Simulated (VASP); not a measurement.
# ScH3Br2 (P6/mmm) in VASP: single point with PBE

Aim: the single point of ScH3Br2 with PBE.

All numbers are computed with VASP 6.6.1; they aren't measurements. Logs are shortened: lines on timing, memory, paths and dates and some standing lists are left out, and cuts for length are marked.

## Step 1: The cell of the first run

The structure is hexagonal, space group P6/mmm (No. 191). The conventional cell has a = 6.050 Å, b = 6.050 Å, c = 3.275 Å, α = 90.00°, β = 90.00°, γ = 120.00°. Sc (site symmetry 6/mmm) has 2 Sc at 3.27 Å and 12 H at 3.44 Å and 6 Br at 3.49 Å within 4.3 Å. Within 3.2 Å of H (site symmetry mmm) lie 4 Br at 2.39 Å and 4 H at 3.03 Å. Br (site symmetry -6m2) has 6 H at 2.39 Å within 3.2 Å.

## Step 2: Single point, PBE

Input file INCAR:

```
SYSTEM = ScH3Br2
ALGO = Normal
EDIFF = 1E-6
ENCUT = 520
GGA = PE
ISIF = 2
ISMEAR = 0
LASPH = .True.
LCHARG = .False.
LREAL = .False.
LWAVE = .False.
NBANDS = 23
NELM = 80
PREC = Accurate
SIGMA = 0.1
```

Input file KPOINTS:

```
k-points
0
Gamma
  3 3 6
  0 0 0
```

Input file POSCAR:

```
ScH3Br2
1.0
    6.0504698700      0.0000000000      0.0000000000
   -3.0252349300      5.2398606100      0.0000000000
    0.0000000000      0.0000000000      3.2747052500
Sc H Br
1 3 2
Direct
    0.0000000000      0.0000000000      0.0000000000
    0.5000000000      0.0000000000      0.5000000000
    0.5000000000      0.5000000000      0.5000000000
    0.0000000000      0.5000000000      0.5000000000
    0.3333333300      0.6666666700      0.0000000000
    0.6666666700      0.3333333300      0.0000000000
```

Potentials or basis: VASP PAW PBE potentials, release 64 (Sc_sv, H, Br).

Started as:

```console
cat potpaw_PBE.64/Sc_sv/POTCAR potpaw_PBE.64/H/POTCAR potpaw_PBE.64/Br/POTCAR > POTCAR
mpirun -np 1 vasp_std > vasp.out
```

OUTCAR:

```text
SYSTEM = ScH3Br2
   EDIFF = 1E-6
   ENCUT = 520
   GGA = PE
   ISIF = 2
   ISMEAR = 0
   LASPH = .True.
   LREAL = .False.
   NELM = 80
   PREC = Accurate

 ion  position               nearest neighbor table
   1  0.000  0.000  0.000-
   2  0.500  0.000  0.500-
   3  0.500  0.500  0.500-
   4  0.000  0.500  0.500-
   5  0.333  0.667  0.000-
   6  0.667  0.333  0.000-

  LATTYP: Found a hexagonal cell.
 ALAT       =     6.0504698700
 C/A-ratio  =     0.5412315606

  Lattice vectors:

 A1 = (   6.0504698700,   0.0000000000,   0.0000000000)
 A2 = (  -3.0252349300,   5.2398606100,   0.0000000000)
 A3 = (   0.0000000000,   0.0000000000,   3.2747052500)

Analysis of symmetry for initial positions (statically):
=====================================================================
 Subroutine PRICEL returns:
 Original cell was already a primitive cell.

 Routine SETGRP: Setting up the symmetry group for a
 hexagonal supercell.

 Subroutine GETGRP returns: Found 24 space group operations
 (whereof 24 operations were pure point group operations)
 out of a pool of 24 trial point group operations.

The static configuration has the point symmetry D_6h.

Analysis of symmetry for dynamics (positions and initial velocities):
=====================================================================
 Subroutine PRICEL returns:
 Original cell was already a primitive cell.

 Routine SETGRP: Setting up the symmetry group for a
 hexagonal supercell.

 Subroutine GETGRP returns: Found 24 space group operations
 (whereof 24 operations were pure point group operations)
 out of a pool of 24 trial point group operations.

The dynamic configuration has the point symmetry D_6h.

 Subroutine INISYM returns: Found 24 space group operations
 (whereof 24 operations are pure point group operations),
 and found     1 'primitive' translations

----------------------------------------------------------------------------------------

                                     Primitive cell

  volume of cell :     103.8200

  direct lattice vectors                    reciprocal lattice vectors
[... 80 lines left out ...]
   ENCUT  =  520.0 eV  38.22 Ry    6.18 a.u.  11.25 11.25  6.09*2*pi/ulx,y,z
   NELM   =     80;   NELMIN=  2; NELMDL= -5     # of ELM steps
   EDIFF  = 0.1E-05   stopping-criterion for ELM
   LREAL  =      F    real-space projection
   EDIFFG = 0.1E-04   stopping-criterion for IOM
   NSW    =      0    number of steps for IOM
   IBRION =     -1    ionic relax: 0-MD 1-quasi-New 2-CG
   NFREE  =      0    steps in history (QN), initial steepest desc. (CG)
   ISIF   =      2    stress and relaxation
   ISYM   =      2    0-nonsym 1-usesym 2-fastsym
   POTIM  = 0.5000    time-step for ionic-motion
   TEBEG  =    0.0;   TEEND  =   0.0 temperature during run
   PSTRESS=    0.0 pullay stress
   NELECT =      28.0000    total number of electrons
   NUPDOWN=      -1.0000    fix difference up-down
   EMIN   =  10.00;   EMAX   =-10.00  energy-range for DOS
   EFERMI =   0.00;   METHOD = LEGACY
   ISMEAR =     0;   SIGMA  =   0.10  broadening in eV -4-tet -1-fermi 0-gaus
   EFERMI_NEDOS =   21; number of points for ismear=-14 and -15
   IALGO  =     38    algorithm
   IMIX   =      4    mixing-type and parameters
     AMIX     =   0.40;   BMIX     =  1.00
     AMIX_MAG =   1.60;   BMIX_MAG =  1.00
  volume/ion in A,a.u.               =      17.30       116.77
  Fermi-wavevector in a.u.,A,eV,Ry     =   1.057711  1.998785 15.221562  1.118753
  Thomas-Fermi vector in A             =   2.192994
   LORBIT       =      0    0 simple, 1 ext, 2 COOP (PROOUT), +10 PAW based schemes
   GGA     = PE    functional components
   LHFCALC =     F    Hartree Fock is set to
   AEXX    =    0.0000 exact exchange contribution
   IVDW    =     0    specifies the selected vdW correction
   LEPSILON=     F    determine dielectric tensor
   LRPA    =     F    only Hartree local field effects (RPA)
 non-spin polarized calculation
 Gauss-broadening in eV      SIGMA  =   0.10
  energy-cutoff  :      520.00
  volume of cell :      103.82
 maximum number of plane-waves:      2820
 NGX is ok and might be reduce to    48
   NGX = 23   NGY = 23   NGZ = 13

 number of electron      28.0000001 magnetization

 Free energy of the ion-electron system (eV)
  ---------------------------------------------------
  ext. energy  EPLUGINS =         0.00000000
  ---------------------------------------------------
  free energy    TOTEN  =       -14.51692920 eV

  energy without entropy =      -14.48085016  energy(sigma->0) =      -14.49888968

 E-fermi :   2.6696     XC(G=0):  -8.8816

 val. band max:        2.6659632300   @ k =   0.3333   0.3333   0.1667
 cond. band min:       2.7013301438   @ k =   0.3333   0.3333   0.1667
 fundamental gap:      0.0353669138
 Fermi energy:         2.6696281584

 k-point     1 :       0.0000    0.0000    0.0000
  band No.  band energies     occupation
      1     -48.5570      2.00000
      2     -27.2601      2.00000
      3     -27.2601      2.00000
      4     -26.8219      2.00000
      5     -13.7929      2.00000
      6     -13.0099      2.00000
[... 301 lines left out ...]
     22       7.1676      0.00000
     23       9.5488      0.00000

------------------------ aborting loop because EDIFF is reached ----------------------------------------

  FORCE on cell =-STRESS in cart. coord.  units (eV):
  Direction    XX          YY          ZZ          XY          YZ          ZX
  --------------------------------------------------------------------------------------
  -------------------------------------------------------------------------------------
  Total       -5.9328911     -5.9328911      1.0191460     -0.0000000      0.0000000      0.0000000
  in kB      -91.5579175    -91.5579174     15.7277263     -0.0000001      0.0000000      0.0000000
  external PRESSURE =     -55.7960362 kB  Pullay stress =       0.0000000 kB

 VOLUME and BASIS-vectors are now :
 -----------------------------------------------------------------------------
  energy-cutoff  :      520.00
  volume of cell :      103.82
      direct lattice vectors                 reciprocal lattice vectors
     6.050469870  0.000000000  0.000000000     0.165276420  0.095422386  0.000000000
    -3.025234930  5.239860610  0.000000000     0.000000000  0.190844771  0.000000000
     0.000000000  0.000000000  3.274705250     0.000000000  0.000000000  0.305370995

 POSITION                                       TOTAL-FORCE (eV/Angst)
 -----------------------------------------------------------------------------------
      0.00000      0.00000      0.00000         0.000000      0.000000     -0.000000
      3.02523      0.00000      1.63735         0.000000      0.000000     -0.000000
      1.51262      2.61993      1.63735         0.000000      0.000000     -0.000000
     -1.51262      2.61993      1.63735         0.000000      0.000000     -0.000000
     -0.00000      3.49324      0.00000        -0.000000     -0.000000      0.000000
      3.02523      1.74662      0.00000        -0.000000      0.000000     -0.000000
 -----------------------------------------------------------------------------------
    total drift:                               -0.000000      0.000000     -0.000000

  FREE ENERGIE OF THE ION-ELECTRON SYSTEM (eV)
  ---------------------------------------------------
  free  energy   TOTEN  =       -14.5169291998 eV

  energy  without entropy=      -14.4808501591  energy(sigma->0) =      -14.49888968
```

stdout:

```text
POSCAR found type information on POSCAR ScH Br
 POSCAR found :  3 types and       6 ions
 scaLAPACK will be used
 LDA part: xc-table for (Slater+PW92), standard interpolation
 POSCAR, INCAR and KPOINTS ok, starting setup
 FFT: planning ... GRIDC
 FFT: planning ... GRID_SOFT
 FFT: planning ... GRID
 WAVECAR not read
 entering main loop
```

Run time: 29 s. Hardware: 1 thread of Intel Xeon Platinum 8175M at 2.50GHz (Skylake/Cascade Lake), shared host; peak memory 0.23 GiB.

What came out:

```
Free energy            : -14.5169 eV
Pressure               : -5.6 GPa
Band gap on the k mesh : zero (band 14 reaches 2.74 eV, above the bottom of band 15 at 2.16 eV)
```

Levels at points of the mesh, in eV from the Fermi level:
| k point | band 12 | band 13 | band 14 | band 15 | band 16 | band 17 |
| --- | --- | --- | --- | --- | --- | --- |
| (0.00, 0.00, 0.00) | -1.90 | -1.31 | -0.65 | 0.77 | 0.77 | 1.37 |
| (0.00, 0.00, 0.50) | -2.78 | -2.20 | -2.20 | -0.28 | -0.28 | 0.98 |

Caveat: the k points lie up to 0.40 Å⁻¹ apart.
